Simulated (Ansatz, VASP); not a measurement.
InAs in VASP and in Ansatz

```xyz
2
Lattice="0.0000 3.0180 3.0180 3.0180 0.0000 3.0180 3.0180 3.0180 0.0000" Properties=species:S:1:pos:R:3 pbc="T T T"
In    0.0000    0.0000    0.0000
As    4.5270    4.5270    4.5270
```

Alike in both runs: task relaxation of cell and atoms; functional LDA; k mesh 8 × 8 × 8; occupations fermi-dirac, width 0.05 eV; no spin polarisation.

|  | VASP | Ansatz |
| --- | --- | --- |
| version | VASP 6.6.1 | Ansatz 0.2.0 |
| potentials or method | VASP PAW LDA potentials, release 64 (In_d, As) | Ansatz PAW |
| plane-wave cutoff (eV) | 600 | 420 |
| valence electrons in the cell | 18 | 28 |

Ansatz gave:

| Quantity | Value |
| --- | --- |
| gap on the k mesh at the Fermi level, each at its own relaxed structure (eV) | none |
| relaxed volume (Å³/atom) | 27.36 |
| relaxed cell length with the largest relative difference (Å) | 4.261 |

Task: Estimate VASP's values.

Result: gap on the k mesh at the Fermi level, each at its own relaxed structure (eV): none; relaxed volume (Å³/atom): 27.44; relaxed cell length with the largest relative difference (Å): 4.266.

LDA's correlation is that of Perdew and Zunger in VASP and of Perdew and Wang (1992) in Ansatz. A gap of «none» marks a metal or a gap that the smearing closes. VASP's potentials hold 18 valence electrons a cell and Ansatz's 28, so a difference there can come from the potentials and not from the codes.

Noted on Ansatz's run: the plane-wave basis is chosen anew once the cell has moved, so the energies of steps on either side of that aren't comparable.
